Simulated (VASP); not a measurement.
# Ag in VASP: notebook

Runs on Ag. Level: PBE. Tasks: single point.

Everything below comes from runs of VASP 6.6.1. Logs are shortened: lines on timing, memory, paths and dates and some standing lists are left out, and cuts for length are marked.

### 1 The cell of the first run

Symmetry: Fm-3m, No. 225, cubic system. The conventional cell has a = 4.086 Å, b = 4.086 Å, c = 4.086 Å, α = 90.00°, β = 90.00°, γ = 90.00°. Within 3.8 Å of Ag (site symmetry m-3m) lie 12 Ag at 2.89 Å.

### 2 Single point, PBE

INCAR reads:

```
SYSTEM = Ag
ALGO = Normal
EDIFF = 1E-6
ENCUT = 520
GGA = PE
ISIF = 2
ISMEAR = -1
LASPH = .TRUE.
LCHARG = .FALSE.
LREAL = .FALSE.
LWAVE = .FALSE.
NBANDS = 12
NELM = 60
PREC = Accurate
SIGMA = 0.05
```

KPOINTS reads:

```
k-points
0
G
  15 15 15
  0 0 0
```

POSCAR reads:

```
Ag
1.0
    0.0000000000      2.0431000000      2.0431000000
    2.0431000000      0.0000000000      2.0431000000
    2.0431000000      2.0431000000      0.0000000000
Ag
1
Direct
    0.0000000000      0.0000000000      0.0000000000
```

Potentials or basis: VASP PAW PBE potentials, release 64 (Ag).

Started as:

```
cat potpaw_PBE.64/Ag/POTCAR > POTCAR
mpirun -np 1 vasp_std > vasp.out
```

OUTCAR:

```text
SYSTEM = Ag
   EDIFF = 1E-6
   ENCUT = 520
   GGA = PE
   ISIF = 2
   ISMEAR = -1
   LASPH = .TRUE.
   LREAL = .FALSE.
   NELM = 60
   PREC = Accurate

 ion  position               nearest neighbor table
   1  0.000  0.000  0.000-

  LATTYP: Found a face centered cubic cell.
 ALAT       =     4.0862000000

  Lattice vectors:

 A1 = (   0.0000000000,   2.0431000000,   2.0431000000)
 A2 = (   2.0431000000,   0.0000000000,   2.0431000000)
 A3 = (   2.0431000000,   2.0431000000,   0.0000000000)

Analysis of symmetry for initial positions (statically):
=====================================================================
 Subroutine PRICEL returns:
 Original cell was already a primitive cell.

 Routine SETGRP: Setting up the symmetry group for a
 face centered cubic supercell.

 Subroutine GETGRP returns: Found 48 space group operations
 (whereof 48 operations were pure point group operations)
 out of a pool of 48 trial point group operations.

The static configuration has the point symmetry O_h .

Analysis of symmetry for dynamics (positions and initial velocities):
=====================================================================
 Subroutine PRICEL returns:
 Original cell was already a primitive cell.

 Routine SETGRP: Setting up the symmetry group for a
 face centered cubic supercell.

 Subroutine GETGRP returns: Found 48 space group operations
 (whereof 48 operations were pure point group operations)
 out of a pool of 48 trial point group operations.

The dynamic configuration has the point symmetry O_h .

 Subroutine INISYM returns: Found 48 space group operations
 (whereof 48 operations are pure point group operations),
 and found     1 'primitive' translations

----------------------------------------------------------------------------------------

                                     Primitive cell

  volume of cell :      17.0569

  direct lattice vectors                    reciprocal lattice vectors
     0.000000000  2.043100000  2.043100000    -0.244726151  0.244726151  0.244726151
     2.043100000  0.000000000  2.043100000     0.244726151 -0.244726151  0.244726151
     2.043100000  2.043100000  0.000000000     0.244726151  0.244726151 -0.244726151

  length of vectors
     2.889379729  2.889379729  2.889379729     0.423878128  0.423878128  0.423878128

  position of ions in fractional coordinates (direct lattice)
     0.000000000  0.000000000  0.000000000

  ion indices of the primitive-cell ions
   primitive index   ion index
                 1           1

----------------------------------------------------------------------------------------

 KPOINTS: k-points

Automatic generation of k-mesh.
 Grid dimensions read from file:
 generate k-points for:   15   15   15

 Generating k-lattice:

  Cartesian coordinates                     Fractional coordinates (reciprocal lattice)
    -0.016315077  0.016315077  0.016315077     0.066666667  0.000000000  0.000000000
     0.016315077 -0.016315077  0.016315077     0.000000000  0.066666667  0.000000000
     0.016315077  0.016315077 -0.016315077     0.000000000  0.000000000  0.066666667

  Length of vectors
     0.028258542  0.028258542  0.028258542

  Shift w.r.t. Gamma in fractional coordinates (k-lattice)
     0.000000000  0.000000000  0.000000000

 Subroutine IBZKPT returns following result:
 ===========================================

 Found    120 irreducible k-points:

 Following reciprocal coordinates:
            Coordinates               Weight
  0.000000  0.000000  0.000000      1.000000
  0.066667  0.000000  0.000000      8.000000
  0.133333  0.000000  0.000000      8.000000
  0.200000  0.000000  0.000000      8.000000
  0.266667  0.000000  0.000000      8.000000
  0.333333  0.000000  0.000000      8.000000
[... 16 lines left out ...]
  0.133333  0.133333  0.000000      6.000000
  0.200000  0.133333  0.000000     24.000000
 [... further k-points ...]
   k-points           NKPTS =    120   k-points in BZ     NKDIM =    120   number of bands    NBANDS=     12
   number of dos      NEDOS =    301   number of ions     NIONS =      1
   total plane-waves  NPLWV =  13824
   dimension x,y,z NGX =    24 NGY =   24 NGZ =   24
   dimension x,y,z NGXF=    48 NGYF=   48 NGZF=   48
   ions per type =               1
   NGX,Y,Z   is equivalent  to a cutoff of  13.81, 13.81, 13.81 a.u.
   NGXF,Y,Z  is equivalent  to a cutoff of  27.62, 27.62, 27.62 a.u.
 SYSTEM =  Ag
   PREC   = accura    normal or accurate (medium, high low for compatibility)
   ISTART =      0    job   : 0-new  1-cont  2-samecut
   ICHARG =      2    charge: 1-file 2-atom 10-const
   ISPIN  =      1    spin polarized calculation?
   LNONCOLLINEAR =      F non collinear calculations
   LSORBIT =      F    spin-orbit coupling
   LASPH  =      T    aspherical Exc in radial PAW
   ENCUT  =  520.0 eV  38.22 Ry    6.18 a.u.   5.37  5.37  5.37*2*pi/ulx,y,z
   NELM   =     60;   NELMIN=  2; NELMDL= -5     # of ELM steps
   EDIFF  = 0.1E-05   stopping-criterion for ELM
   LREAL  =      F    real-space projection
   EDIFFG = 0.1E-04   stopping-criterion for IOM
   NSW    =      0    number of steps for IOM
   IBRION =     -1    ionic relax: 0-MD 1-quasi-New 2-CG
   NFREE  =      0    steps in history (QN), initial steepest desc. (CG)
   ISIF   =      2    stress and relaxation
   ISYM   =      2    0-nonsym 1-usesym 2-fastsym
   POTIM  = 0.5000    time-step for ionic-motion
   TEBEG  =    0.0;   TEEND  =   0.0 temperature during run
   PSTRESS=    0.0 pullay stress
   NELECT =      11.0000    total number of electrons
   NUPDOWN=      -1.0000    fix difference up-down
   EMIN   =  10.00;   EMAX   =-10.00  energy-range for DOS
   EFERMI =   0.00;   METHOD = LEGACY
   ISMEAR =    -1;   SIGMA  =   0.05  broadening in eV -4-tet -1-fermi 0-gaus
   EFERMI_NEDOS =   21; number of points for ismear=-14 and -15
   IALGO  =     38    algorithm
   IMIX   =      4    mixing-type and parameters
     AMIX     =   0.40;   BMIX     =  1.00
     AMIX_MAG =   1.60;   BMIX_MAG =  1.00
  volume/ion in A,a.u.               =      17.06       115.11
  Fermi-wavevector in a.u.,A,eV,Ry     =   1.414402  2.672832 27.218893  2.000532
  Thomas-Fermi vector in A             =   2.535948
   LORBIT       =      0    0 simple, 1 ext, 2 COOP (PROOUT), +10 PAW based schemes
   GGA     = PE    functional components
   LHFCALC =     F    Hartree Fock is set to
   AEXX    =    0.0000 exact exchange contribution
   IVDW    =     0    specifies the selected vdW correction
   LEPSILON=     F    determine dielectric tensor
   LRPA    =     F    only Hartree local field effects (RPA)
 non-spin polarized calculation
  energy-cutoff  :      520.00
  volume of cell :       17.06
 maximum number of plane-waves:       477
 NGX is ok and might be reduce to    24
   NGX = 11   NGY = 11   NGZ = 11

 number of electron      10.9999999 magnetization

 Free energy of the ion-electron system (eV)
  ---------------------------------------------------
  ext. energy  EPLUGINS =         0.00000000
  ---------------------------------------------------
  free energy    TOTEN  =        -2.70501125 eV

  energy without entropy =       -2.70151230  energy(sigma->0) =       -2.70326177

 E-fermi :   8.5703     XC(G=0): -12.2084

 val. band max:        8.5666240436   @ k =  -0.3333   0.2000   0.0000
 cond. band min:       8.6045328676   @ k =  -0.4000   0.1333   0.0000
 fundamental gap:      0.0379088241
 Fermi energy:         8.5702572645

 k-point     1 :       0.0000    0.0000    0.0000
  band No.  band energies     occupation
      1       0.6596      2.00000
      2       3.6153      2.00000
      3       3.6153      2.00000
      4       3.6153      2.00000
      5       4.6480      2.00000
      6       4.6480      2.00000
      7      24.4486      0.00000
      8      28.0248      0.00000
      9      28.0248      0.00000
     10      28.0248      0.00000
     11      32.8313      0.00000
     12      33.9675      0.00000

 k-point     2 :       0.0667    0.0000    0.0000
  band No.  band energies     occupation
      1       0.7983      2.00000
      2       3.5835      2.00000
      3       3.6535      2.00000
      4       3.6535      2.00000
      5       4.6334      2.00000
      6       4.6334      2.00000
      7      24.4684      0.00000
      8      26.8903      0.00000
      9      28.0819      0.00000
     10      28.0819      0.00000
     11      32.8207      0.00000
     12      33.7965      0.00000

 k-point     3 :       0.1333    0.0000    0.0000
  band No.  band energies     occupation
      1       1.1909      2.00000
      2       3.5213      2.00000
      3       3.7455      2.00000
      4       3.7455      2.00000
      5       4.6128      2.00000
      6       4.6128      2.00000
      7      23.7707      0.00000
      8      25.4872      0.00000
      9      28.2045      0.00000
     10      28.2045      0.00000
     11      31.7568      0.00000
     12      33.1998      0.00000
[... 286 lines left out ...]
 k-point    23 :       0.1333    0.1333    0.0000
  band No.  band energies     occupation
      1       1.3708      2.00000
      2       3.3411      2.00000
      3       3.8804      2.00000
      4       3.8804      2.00000
      5       4.4007      2.00000
      6       4.7682      2.00000
      7      24.6944      0.00000
      8      26.1599      0.00000
      9      26.2573      0.00000
     10      26.2573      0.00000
     11      32.2515      0.00000
     12      33.6739      0.00000

 k-point    24 :       0.2000    0.1333    0.0000
  band No.  band energies     occupation
      1       1.7936      2.00000
      2       3.2223      2.00000
      3       3.9732      2.00000
      4       4.0073      2.00000
      5       4.4049      2.00000
      6       4.8377      2.00000
      7      23.5257      0.00000
      8      25.1022      0.00000
      9      25.5095      0.00000
     10      26.9983      0.00000
     11      30.5971      0.00000
     12      33.7025      0.00000

 [... further k-points ...]
[... 5 lines left out ...]
  --------------------------------------------------------------------------------------
  -------------------------------------------------------------------------------------
  Total        0.4680512      0.4680512      0.4680512      0.0000000      0.0000000     -0.0000000
  in kB       43.9647956     43.9647956     43.9647956      0.0000000      0.0000000     -0.0000000
  external PRESSURE =      43.9647956 kB  Pullay stress =       0.0000000 kB

 VOLUME and BASIS-vectors are now :
 -----------------------------------------------------------------------------
  energy-cutoff  :      520.00
  volume of cell :       17.06
      direct lattice vectors                 reciprocal lattice vectors
     0.000000000  2.043100000  2.043100000    -0.244726151  0.244726151  0.244726151
     2.043100000  0.000000000  2.043100000     0.244726151 -0.244726151  0.244726151
     2.043100000  2.043100000  0.000000000     0.244726151  0.244726151 -0.244726151

 POSITION                                       TOTAL-FORCE (eV/Angst)
 -----------------------------------------------------------------------------------
      0.00000      0.00000      0.00000         0.000000      0.000000      0.000000
 -----------------------------------------------------------------------------------
    total drift:                               -0.000000      0.000000      0.000000

  FREE ENERGIE OF THE ION-ELECTRON SYSTEM (eV)
  ---------------------------------------------------
  free  energy   TOTEN  =        -2.7050112482 eV

  energy  without entropy=       -2.7015123013  energy(sigma->0) =       -2.70326177
```

Run time: 12 s. Hardware: 1 thread of AMD EPYC 9R45 (Zen 5), shared host; peak memory 0.12 GiB.

Results:

- Free energy: -2.7050 eV
- Pressure: 4.4 GPa

### 3 Single point, PBE (volume scaled by 1.04)

INCAR reads:

```
PREC     = Accurate       # precision mode
ENCUT    = 520            # plane-wave cutoff, eV
EDIFF    = 1E-6           # SCF threshold, eV
ISMEAR   = -1             # smearing method
SIGMA    = 0.05           # smearing width, eV
LREAL    = False          # projectors in reciprocal space
LASPH    = True           # aspherical terms in the spheres
NELM     = 60             # most SCF steps
ALGO     = Normal         # electronic algorithm
ISIF     = 2              # what is computed and relaxed
LWAVE    = False          # write WAVECAR
LCHARG   = False          # write CHGCAR
GGA      = PE             # functional
NBANDS   = 12             # bands
```

KPOINTS reads:

```
Automatic mesh
0
Gamma
  15 15 15
```

POSCAR reads:

```
Ag
1.0
    0.0000000000      2.0699859780      2.0699859780
    2.0699859780      0.0000000000      2.0699859780
    2.0699859780      2.0699859780      0.0000000000
Ag
1
Direct
    0.0000000000      0.0000000000      0.0000000000
```

Potentials or basis: VASP PAW PBE potentials, release 64 (Ag).

Started as:

```
cat potpaw_PBE.64/Ag/POTCAR > POTCAR
mpirun -np 1 vasp_std > vasp.out
```

It took 12 s on 1 thread of AMD EPYC 9R45 (Zen 5), shared host; peak memory 0.12 GiB.

Results (log left out):

- Free energy: -2.7151 eV
- Pressure: 0.3 GPa

Levels at points of the mesh, in eV from the Fermi level:
```tsv
k point	band 3	band 4	band 5	band 6	band 7	band 8	band 9	band 10
(0.00, 0.00, 0.00)	-4.80	-4.80	-3.84	-3.84	15.80	19.15	19.15	19.15
```

(Continued in part 2 of 3.)
